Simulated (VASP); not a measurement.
A run of VASP 6.6.1 is set up as follows.

Contents of INCAR:

```
PREC = Accurate
ENCUT = 520
EDIFF = 1E-8
ISMEAR = -1
SIGMA = 0.05
LREAL = F
LASPH = T
NELM = 80
ALGO = Normal
ISIF = 2
LWAVE = F
LCHARG = F
GGA = PE
LEFG = T
NBANDS = 16
```

KPOINTS

```
regular mesh
0
Gamma
  10 10 10
```

POSCAR

```
CdTe
1.0
    0.0000000000      2.7762963326      2.7762963326
    2.7762963326      0.0000000000      2.7762963326
    2.7762963326      2.7762963326      0.0000000000
Cd Te
1 1
Direct
    0.0000000000      0.0000000000      0.0000000000
    0.2500000000      0.2500000000      0.2500000000
```

Potentials or basis: VASP PAW PBE potentials, release 64 (Cd, Te).

Launch:

```console
$ cat potpaw_PBE.64/Cd/POTCAR potpaw_PBE.64/Te/POTCAR > POTCAR
$ mpirun -np 1 vasp_std > vasp.out
```

Question: Estimate the band gap on the k mesh.

Answer: 1.15 eV, indirect (least direct gap 2.15 eV).

Question: Estimate the pressure.

Answer: 65.7 GPa.

Caveat: without QUAD_EFG the Cq values of the log hold for a quadrupole moment of 1 mb, not for the nuclei; spin-orbit coupling is left out, which moves the levels of the heavy elements. A k mesh can miss the band edges.
